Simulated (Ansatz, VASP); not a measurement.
**TePb: VASP beside Ansatz**

INCAR

```
PREC = Accurate
ENCUT = 520
EDIFF = 1E-8
ISMEAR = -1
SIGMA = 0.05
LREAL = F
LASPH = T
NELM = 100
ALGO = Normal
ISIF = 2
LWAVE = F
LCHARG = F
GGA = PS
LEFG = T
NBANDS = 17
```

Contents of KPOINTS:

```
regular mesh
0
Gamma
  10 10 10
```

POSCAR

```
TePb
1.0
    0.0000000000      3.6673972383      3.6673972383
    3.6673972383      0.0000000000      3.6673972383
    3.6673972383      3.6673972383      0.0000000000
Pb Te
1 1
Direct
    0.0000000000      0.0000000000      0.0000000000
    0.2500000000      0.2500000000      0.2500000000
```

Input for Ansatz:

```yaml
crystal:
  lattice:
    - [0.0, 3.6673972383, 3.6673972383]
    - [3.6673972383, 0.0, 3.6673972383]
    - [3.6673972383, 3.6673972383, 0.0]
  atoms:
    - { symbol: Pb, position: [0.0, 0.0, 0.0] }
    - { symbol: Te, position: [0.25, 0.25, 0.25] }
kpoints:
  mp_grid: { grid: [10, 10, 10] }
  band_path:
    path:
      - [0.0, 0.0, 0.0]
      - [-0.5, -0.5, 0.0]
      - [-0.375, -0.375, 0.25]
      - [-0.375, 0.0, 0.375]
      - [0.0, 0.0, 0.0]
      - [0.0, 0.0, 0.5]
      - [-0.5, -0.25, 0.25]
      - [-0.5, -0.5, 0.0]
    npoints: 5
scf:
  occupations: { method: fermi_dirac, width: 0.05 }
hamiltonian:
  xc: pbesol
  pseudopotentials: { kind: paw }
output:
  forces: true
  stress: true
  eigenvalues: true
  efg: { contact_densities: true }
```

Alike in both runs: task electric field gradients; functional PBEsol; k mesh 10 × 10 × 10; occupations fermi-dirac, width 0.05 eV; no spin polarisation.

|  | VASP | Ansatz |
| --- | --- | --- |
| version | VASP 6.6.1 | Ansatz 0.2.0 |
| potentials or method | VASP PAW PBE potentials, release 64 (Pb_d, Te) | PAW with Ansatz's default frozen-core files, scalar-relativistic |
| plane-wave cutoff (eV) | 520 | 420 |
| valence electrons in the cell | 20 | 30 |

|  | VASP | Ansatz | Ansatz less VASP |
| --- | --- | --- | --- |
| pressure (GPa) | -1.3 | -1.3 | +0.02 |

VASP's potentials were made for PBE, not for PBEsol. With one functional, cell and mesh, what is left measures potentials, basis and numerics. VASP's potentials hold 20 valence electrons a cell and Ansatz's 30, so a difference there can come from the potentials and not from the codes.

Spin-orbit coupling is off throughout.
